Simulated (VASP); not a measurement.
# Rh: single point with r2SCAN

The system is Rh.

```
Rh
1.0
     0.00000    1.84806    1.84806
     1.84806    0.00000    1.84806
     1.84806    1.84806    0.00000
Rh
1
Direct
  0.00000 0.00000 0.00000
```

This cell differs from its parent crystal: volume scaled by 0.92.

```
Program             : VASP 6.6.1
Task                : single point
Functional          : r2SCAN
Potentials or basis : VASP PAW PBE potentials, release 64 (Rh_pv)
Cutoff              : 520 eV
k mesh              : 23 × 23 × 23
Occupations         : fermi-dirac, width 0.05 eV
Spin                : collinear spin, ferromagnetic start
Starting moments    : [1.0] μB
```

| Quantity | Value |
| --- | --- |
| Pressure | 30.8 GPa |
| Net moment | 0.00 μB per cell |
| Valence electrons inside the program's atomic spheres | Rh 13.99 |

Levels at points of the mesh, in eV from the Fermi level:
Spin up:
```tsv
k point	band 3	band 4	band 5	band 6	band 7	band 8	band 9	band 10	band 11	band 12
(0.00, 0.00, 0.00)	-47.94	-8.83	-3.62	-3.62	-3.62	-1.21	-1.21	16.62	17.31	22.88
```
Spin down:
```tsv
k point	band 3	band 4	band 5	band 6	band 7	band 8	band 9	band 10	band 11	band 12
(0.00, 0.00, 0.00)	-47.94	-8.83	-3.62	-3.62	-3.62	-1.21	-1.21	16.62	17.31	22.88
```

Run time: 18 min on 1 thread of Oxide Virtual Turin-like Processor (shared host), peak memory 0.2 GiB.

Caveat: the PAW data sets were made with another functional, which shifts forces and pressure a little.
